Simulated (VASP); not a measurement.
# Be2Sn2Te (P-3m1) in VASP: notebook

Be2Sn2Te is run at these levels: PBE; tasks: single point, relaxation of cell and atoms.

Everything below comes from runs of VASP 6.6.1. Logs are shortened: lines on timing, memory, paths and dates and some standing lists are left out, and cuts for length are marked.

## Step 1: The cell of the first run

It takes space group P-3m1 (No. 164, trigonal). Conventional cell: a = 3.901 Å, b = 3.901 Å, c = 8.252 Å, α = 90.00°, β = 90.00°, γ = 120.00°. Within 3.2 Å of Be (site symmetry 3m) lie 4 Sn at 2.46 to 2.68 Å and 3 Be at 2.46 Å. Sn (site symmetry 3m) has 4 Be at 2.46 to 2.68 Å and 3 Te at 3.13 Å within 3.2 Å. Within 4.1 Å of Te (site symmetry -3m) lie 6 Sn at 3.13 Å and 6 Te at 3.90 Å.

## Step 2: Single point, PBE

The input, INCAR:

```
SYSTEM = Be2Sn2Te
PREC = Accurate
ENCUT = 600
EDIFF = 1E-6
ISMEAR = 0
SIGMA = 0.1
LREAL = .FALSE.
LASPH = .TRUE.
NELM = 120
ALGO = Normal
ISIF = 2
LWAVE = .FALSE.
LCHARG = .FALSE.
GGA = PE
NBANDS = 27
GGA_COMPAT = .FALSE.
```

The input, KPOINTS:

```
Automatic mesh
0
G
  6 6 2
  0 0 0
```

The input, POSCAR:

```
Be2Sn2Te
1.0
    3.9005044439      0.0000000000      0.0000000000
   -1.9502522220      3.3779359360      0.0000000000
    0.0000000000      0.0000000000      8.2524611952
Be Sn Te
2 2 1
Direct
    0.3333333333      0.6666666667      0.5606455958
    0.6666666667      0.3333333333      0.4393544042
    0.3333333333      0.6666666667      0.2630081029
    0.6666666667      0.3333333333      0.7369918971
    0.0000000000      0.0000000000      0.0000000000
```

Potentials or basis: VASP PAW PBE potentials, release 64 (Be, Sn_d, Te).

Command:

```console
cat potpaw_PBE.64/Be/POTCAR potpaw_PBE.64/Sn_d/POTCAR potpaw_PBE.64/Te/POTCAR > POTCAR
mpirun -np 1 vasp_std > vasp.out
```

OUTCAR:

```text
SYSTEM = Be2Sn2Te
   PREC = Accurate
   ENCUT = 600
   EDIFF = 1E-6
   ISMEAR = 0
   LREAL = .FALSE.
   LASPH = .TRUE.
   NELM = 120
   ISIF = 2
   GGA = PE

 ion  position               nearest neighbor table
   1  0.333  0.667  0.561-   3 2.46   4 2.68   4 2.68   4 2.68
   2  0.667  0.333  0.439-   4 2.46   3 2.68   3 2.68   3 2.68
   3  0.333  0.667  0.263-   1 2.46   2 2.68   2 2.68   2 2.68   5 3.13   5 3.13   5 3.13
   4  0.667  0.333  0.737-   2 2.46   1 2.68   1 2.68   1 2.68   5 3.13   5 3.13   5 3.13
   5  0.000  0.000  0.000-   3 3.13   4 3.13   4 3.13   3 3.13   4 3.13   3 3.13

  LATTYP: Found a hexagonal cell.
 ALAT       =     3.9005044439
 C/A-ratio  =     2.1157420313

  Lattice vectors:

 A1 = (   3.9005044439,   0.0000000000,   0.0000000000)
 A2 = (  -1.9502522220,   3.3779359360,   0.0000000000)
 A3 = (   0.0000000000,   0.0000000000,   8.2524611952)

Analysis of symmetry for initial positions (statically):
=====================================================================
 Subroutine PRICEL returns:
 Original cell was already a primitive cell.

 Routine SETGRP: Setting up the symmetry group for a
 hexagonal supercell.

 Subroutine GETGRP returns: Found 12 space group operations
 (whereof 12 operations were pure point group operations)
 out of a pool of 24 trial point group operations.

The static configuration has the point symmetry D_3d.

Analysis of symmetry for dynamics (positions and initial velocities):
=====================================================================
 Subroutine PRICEL returns:
 Original cell was already a primitive cell.

 Routine SETGRP: Setting up the symmetry group for a
 hexagonal supercell.

 Subroutine GETGRP returns: Found 12 space group operations
 (whereof 12 operations were pure point group operations)
 out of a pool of 24 trial point group operations.

The dynamic configuration has the point symmetry D_3d.

 Subroutine INISYM returns: Found 12 space group operations
 (whereof 12 operations are pure point group operations),
 and found     1 'primitive' translations

----------------------------------------------------------------------------------------

                                     Primitive cell

  volume of cell :     108.7316

  direct lattice vectors                    reciprocal lattice vectors
     3.900504444  0.000000000  0.000000000     0.256377095  0.148019385  0.000000000
    -1.950252222  3.377935936  0.000000000     0.000000000  0.296038770  0.000000000
     0.000000000  0.000000000  8.252461195     0.000000000  0.000000000  0.121175971

  length of vectors
     3.900504444  3.900504444  8.252461195     0.296038770  0.296038770  0.121175971

  position of ions in fractional coordinates (direct lattice)
     0.333333333  0.666666667  0.560645596
     0.666666667  0.333333333  0.439354404
     0.333333333  0.666666667  0.263008103
     0.666666667  0.333333333  0.736991897
     0.000000000  0.000000000  0.000000000

  ion indices of the primitive-cell ions
   primitive index   ion index
                 1           1
                 2           2
                 3           3
                 4           4
                 5           5

----------------------------------------------------------------------------------------

 KPOINTS: Automatic mesh

Automatic generation of k-mesh.
 Grid dimensions read from file:
 generate k-points for:    6    6    2

 Generating k-lattice:

  Cartesian coordinates                     Fractional coordinates (reciprocal lattice)
     0.042729516  0.024669898  0.000000000     0.166666667  0.000000000  0.000000000
     0.000000000  0.049339795  0.000000000     0.000000000  0.166666667  0.000000000
     0.000000000  0.000000000  0.060587986     0.000000000  0.000000000  0.500000000

  Length of vectors
     0.049339795  0.049339795  0.060587986

  Shift w.r.t. Gamma in fractional coordinates (k-lattice)
     0.000000000  0.000000000  0.000000000

 Subroutine IBZKPT returns following result:
 ===========================================

 Found     14 irreducible k-points:

 Following reciprocal coordinates:
            Coordinates               Weight
  0.000000  0.000000  0.000000      1.000000
  0.166667  0.000000  0.000000      6.000000
  0.333333 -0.000000  0.000000      6.000000
  0.500000  0.000000  0.000000      3.000000
  0.166667  0.166667  0.000000      6.000000
  0.333333  0.166667  0.000000     12.000000
  0.333333  0.333333  0.000000      2.000000
  0.000000  0.000000  0.500000      1.000000
  0.166667  0.000000  0.500000      6.000000
  0.333333 -0.000000  0.500000      6.000000
  0.500000  0.000000  0.500000      3.000000
  0.166667  0.166667  0.500000      6.000000
  0.333333  0.166667  0.500000     12.000000
  0.333333  0.333333  0.500000      2.000000
   k-points           NKPTS =     14   k-points in BZ     NKDIM =     14   number of bands    NBANDS=     27
   number of dos      NEDOS =    301   number of ions     NIONS =      5
   total plane-waves  NPLWV =  71680
   dimension x,y,z NGX =    32 NGY =   32 NGZ =   70
   dimension x,y,z NGXF=    64 NGYF=   64 NGZF=  140
   ions per type =               2   2   1
   NGX,Y,Z   is equivalent  to a cutoff of  13.64, 13.64, 14.10 a.u.
   NGXF,Y,Z  is equivalent  to a cutoff of  27.28, 27.28, 28.20 a.u.
 SYSTEM =  Be2Sn2Te
   PREC   = accura    normal or accurate (medium, high low for compatibility)
   ISTART =      0    job   : 0-new  1-cont  2-samecut
   ICHARG =      2    charge: 1-file 2-atom 10-const
   ISPIN  =      1    spin polarized calculation?
   LNONCOLLINEAR =      F non collinear calculations
   LSORBIT =      F    spin-orbit coupling
   LASPH  =      T    aspherical Exc in radial PAW
   ENCUT  =  600.0 eV  44.10 Ry    6.64 a.u.   7.79  7.79 16.48*2*pi/ulx,y,z
   NELM   =    120;   NELMIN=  2; NELMDL= -5     # of ELM steps
   EDIFF  = 0.1E-05   stopping-criterion for ELM
   LREAL  =      F    real-space projection
   EDIFFG = 0.1E-04   stopping-criterion for IOM
   NSW    =      0    number of steps for IOM
   IBRION =     -1    ionic relax: 0-MD 1-quasi-New 2-CG
   NFREE  =      0    steps in history (QN), initial steepest desc. (CG)
   ISIF   =      2    stress and relaxation
   ISYM   =      2    0-nonsym 1-usesym 2-fastsym
   POTIM  = 0.5000    time-step for ionic-motion
   TEBEG  =    0.0;   TEEND  =   0.0 temperature during run
   PSTRESS=    0.0 pullay stress
   NELECT =      38.0000    total number of electrons
   NUPDOWN=      -1.0000    fix difference up-down
   EMIN   =  10.00;   EMAX   =-10.00  energy-range for DOS
   EFERMI =   0.00;   METHOD = LEGACY
   ISMEAR =     0;   SIGMA  =   0.10  broadening in eV -4-tet -1-fermi 0-gaus
   EFERMI_NEDOS =   21; number of points for ismear=-14 and -15
   IALGO  =     38    algorithm
   IMIX   =      4    mixing-type and parameters
     AMIX     =   0.40;   BMIX     =  1.00
     AMIX_MAG =   1.60;   BMIX_MAG =  1.00
  volume/ion in A,a.u.               =      21.75       146.75
  Fermi-wavevector in a.u.,A,eV,Ry     =   1.153146  2.179129 18.092275  1.329745
  Thomas-Fermi vector in A             =   2.289792
   LORBIT       =      0    0 simple, 1 ext, 2 COOP (PROOUT), +10 PAW based schemes
   GGA     = PE    functional components
   LHFCALC =     F    Hartree Fock is set to
   AEXX    =    0.0000 exact exchange contribution
   IVDW    =     0    specifies the selected vdW correction
   LEPSILON=     F    determine dielectric tensor
   LRPA    =     F    only Hartree local field effects (RPA)
 non-spin polarized calculation
 Gauss-broadening in eV      SIGMA  =   0.10
  energy-cutoff  :      600.00
  volume of cell :      108.73
 maximum number of plane-waves:      3663
 NGX is ok and might be reduce to    32
   NGX = 15   NGY = 15   NGZ = 33

 number of electron      38.0000005 magnetization

 Free energy of the ion-electron system (eV)
  ---------------------------------------------------
  ext. energy  EPLUGINS =         0.00000000
  ---------------------------------------------------
  free energy    TOTEN  =       -16.47251386 eV

  energy without entropy =      -16.46284468  energy(sigma->0) =      -16.46767927

 E-fermi :   6.6266     XC(G=0):  -9.8581

 val. band max:        6.6105427621   @ k =   0.5000   0.0000   0.0000
 cond. band min:       6.6844900692   @ k =   0.3333  -0.0000   0.5000
 fundamental gap:      0.0739473072
 Fermi energy:         6.6265688891

 k-point     1 :       0.0000    0.0000    0.0000
  band No.  band energies     occupation
      1     -14.7230      2.00000
      2     -14.7144      2.00000
      3     -14.7144      2.00000
      4     -14.7136      2.00000
      5     -14.7136      2.00000
      6     -14.7132      2.00000
[... 19 lines left out ...]
     26      11.3744      0.00000
     27      11.6326      0.00000

 k-point     2 :       0.1667    0.0000    0.0000
  band No.  band energies     occupation
      1     -14.7205      2.00000
      2     -14.7178      2.00000
      3     -14.7137      2.00000
      4     -14.7077      2.00000
      5     -14.7073      2.00000
      6     -14.7056      2.00000
[... 19 lines left out ...]
     26      12.3428      0.00000
     27      12.7158      0.00000

 k-point     3 :       0.3333   -0.0000    0.0000
  band No.  band energies     occupation
      1     -14.7280      2.00000
      2     -14.7242      2.00000
      3     -14.7044      2.00000
      4     -14.6997      2.00000
      5     -14.6996      2.00000
      6     -14.6936      2.00000
[... 294 lines left out ...]
      1     -14.7229      2.00000
      2     -14.7205      2.00000
      3     -14.7045      2.00000
      4     -14.6999      2.00000
      5     -14.6994      2.00000
      6     -14.6935      2.00000
[... 19 lines left out ...]
     26      12.3923      0.00000
     27      13.5087      0.00000

 k-point    14 :       0.3333    0.3333    0.5000
  band No.  band energies     occupation
      1     -14.7104      2.00000
      2     -14.7097      2.00000
      3     -14.7091      2.00000
      4     -14.7091      2.00000
      5     -14.6954      2.00000
      6     -14.6954      2.00000
[... 19 lines left out ...]
     26      13.7640      0.00000
     27      13.7640      0.00000

------------------------ aborting loop because EDIFF is reached ----------------------------------------

  FORCE on cell =-STRESS in cart. coord.  units (eV):
  Direction    XX          YY          ZZ          XY          YZ          ZX
  --------------------------------------------------------------------------------------
  -------------------------------------------------------------------------------------
  Total       -0.0793997     -0.0793997     -0.2021072      0.0000000      0.0000000     -0.0000000
  in kB       -1.1699676     -1.1699676     -2.9780818      0.0000000      0.0000000     -0.0000000
  external PRESSURE =      -1.7726723 kB  Pullay stress =       0.0000000 kB

 VOLUME and BASIS-vectors are now :
 -----------------------------------------------------------------------------
  energy-cutoff  :      600.00
  volume of cell :      108.73
      direct lattice vectors                 reciprocal lattice vectors
     3.900504444  0.000000000  0.000000000     0.256377095  0.148019385  0.000000000
    -1.950252222  3.377935936  0.000000000     0.000000000  0.296038770  0.000000000
     0.000000000  0.000000000  8.252461195     0.000000000  0.000000000  0.121175971

 POSITION                                       TOTAL-FORCE (eV/Angst)
 -----------------------------------------------------------------------------------
     -0.00000      2.25196      4.62671         0.000000      0.000000     -0.009536
      1.95025      1.12598      3.62576        -0.000000     -0.000000      0.009536
     -0.00000      2.25196      2.17046         0.000000      0.000000      0.001489
      1.95025      1.12598      6.08200        -0.000000     -0.000000     -0.001489
      0.00000      0.00000      0.00000         0.000000     -0.000000      0.000000
 -----------------------------------------------------------------------------------
    total drift:                               -0.000000      0.000000      0.000000

  FREE ENERGIE OF THE ION-ELECTRON SYSTEM (eV)
  ---------------------------------------------------
  free  energy   TOTEN  =       -16.4725138589 eV

  energy  without entropy=      -16.4628446762  energy(sigma->0) =      -16.46767927
```

Run time: 36 s. Hardware: 1 thread of AMD EPYC 9R45 (Zen 5), shared host; peak memory 0.24 GiB.

What came out:

* Free energy: -16.4725 eV
* Pressure: -0.2 GPa
* Largest force: 0.010 eV/Å
* Band gap on the k mesh: zero (bands 19 and 20 overlap by 2.00 eV)

Forces in eV/Å, atoms in the order of the input:
```
Be   0.000  0.000 -0.010
Be   0.000  0.000  0.010
Sn   0.000  0.000  0.001
Sn   0.000  0.000 -0.001
Te   0.000  0.000  0.000
```

Stress tensor (GPa, compression positive):
```
-0.12  0.00  0.00
 0.00 -0.12  0.00
 0.00  0.00 -0.30
```

Levels at points of the mesh, in eV from the Fermi level:
```
           k point  band 16  band 17  band 18  band 19  band 20  band 21  band 22  band 23
(0.00, 0.00, 0.00)    -0.26    -0.26     0.91     0.91     3.71     3.71     3.77     3.89
(0.50, 0.00, 0.00)    -4.14    -2.03    -0.62    -0.15    -0.02     1.01     1.30     2.75
(0.00, 0.00, 0.50)    -0.31     1.02     1.14     1.14     1.46     2.93     2.93     4.44
(0.50, 0.00, 0.50)    -2.85    -2.10    -1.90    -1.78    -0.86     2.00     2.82     3.17
```

Caveat: the k points lie up to 0.38 Å⁻¹ apart, too coarse for converged energies and pressures of a metal; spin-orbit coupling is left out, which moves the levels of the heavy elements.

## Step 3: Relaxation of cell and atoms, PBE

This run uses another cell than the first one, of 19.89 Å³/atom.

The input, INCAR:

```
SYSTEM = Be2Sn2Te
  PREC = Accurate
  ENCUT = 600
  EDIFF = 1E-7
  ISMEAR = 0
  SIGMA = 0.1
  LREAL = .False.
  LASPH = .True.
  NELM = 120
  ALGO = Normal
  ISIF = 3
  LWAVE = .False.
  LCHARG = .False.
  GGA = PE
  IBRION = 2
  NSW = 90
  EDIFFG = -0.04
  GGA_COMPAT = .False.
  NELMIN = 4
```

The input, KPOINTS:

```
Automatic mesh
0
Gamma
  6 6 2
  0 0 0
```

The input, POSCAR:

```
Be2Sn2Te
1.0
    3.5282816314      0.0000000000      0.0000000000
   -1.7641408157      3.0555815244      0.0000000000
    0.0000000000      0.0000000000      9.2249040377
Be Sn Te
2 2 1
Direct
    0.3333333333      0.6666666667      0.6670000000
    0.6666666667      0.3333333333      0.3330000000
    0.3333333333      0.6666666667      0.1410000000
    0.6666666667      0.3333333333      0.8590000000
    0.0000000000      0.0000000000      0.0000000000
```

Potentials or basis: VASP PAW PBE potentials, release 64 (Be, Sn_d, Te).

Command:

```console
cat potpaw_PBE.64/Be/POTCAR potpaw_PBE.64/Sn_d/POTCAR potpaw_PBE.64/Te/POTCAR > POTCAR
mpirun -np 1 vasp_std > vasp.out
```

Wall time 20 min (1 thread of AMD EPYC 9R45 (Zen 5), shared host); peak memory 0.25 GiB.

Results (log left out):

```
Free energy                           : -16.7132 eV
Relaxed volume                        : 20.98 Å³/atom
Relaxed cell                          : a = 3.865 Å, b = 3.865 Å, c = 8.108 Å, α = 90.00°, β = 90.00°, γ = 120.00°
Space group after relaxing (to 0.1 Å) : P-3m1 (No. 164)
Pressure after relaxing               : 0.1 GPa
Largest force after relaxing          : 0.024 eV/Å
Band gap on the k mesh                : zero (bands 19 and 20 overlap by 2.42 eV)
```

Forces in eV/Å, atoms in the order of the input:
```
Be   0.000  0.000 -0.024
Be   0.000  0.000  0.024
Sn   0.000  0.000  0.018
Sn   0.000  0.000 -0.018
Te   0.000  0.000  0.000
```

Stress tensor (GPa, compression positive):
```
0.15 0.00 0.00
0.00 0.15 0.00
0.00 0.00 0.03
```

Final structure:
```
Be Sn Te
1.0
     3.86536    0.00000    0.00000
    -1.93268    3.34750    0.00000
     0.00000    0.00000    8.10772
Be Sn Te
2 2 1
Direct
  0.33333 0.66667 0.81831
  0.66667 0.33333 0.18169
  0.33333 0.66667 0.36879
  0.66667 0.33333 0.63121
  0.00000 0.00000 0.00000
```

Levels at points of the mesh, in eV from the Fermi level:
```
           k point  band 16  band 17  band 18  band 19  band 20  band 21  band 22  band 23
(0.00, 0.00, 0.00)    -1.19    -1.19     1.23     1.23     2.48     2.90     2.90     3.58
(0.50, 0.00, 0.00)    -4.59    -3.05    -0.58     0.08     0.36     0.58     0.69     1.07
(0.00, 0.00, 0.50)    -1.18     0.44     1.73     1.73     1.78     1.78     2.05     3.22
(0.50, 0.00, 0.50)    -3.09    -2.97    -2.96    -1.69    -0.64     0.92     2.42     2.75
```

Caveat: spin-orbit coupling is left out, which moves the levels of the heavy elements.
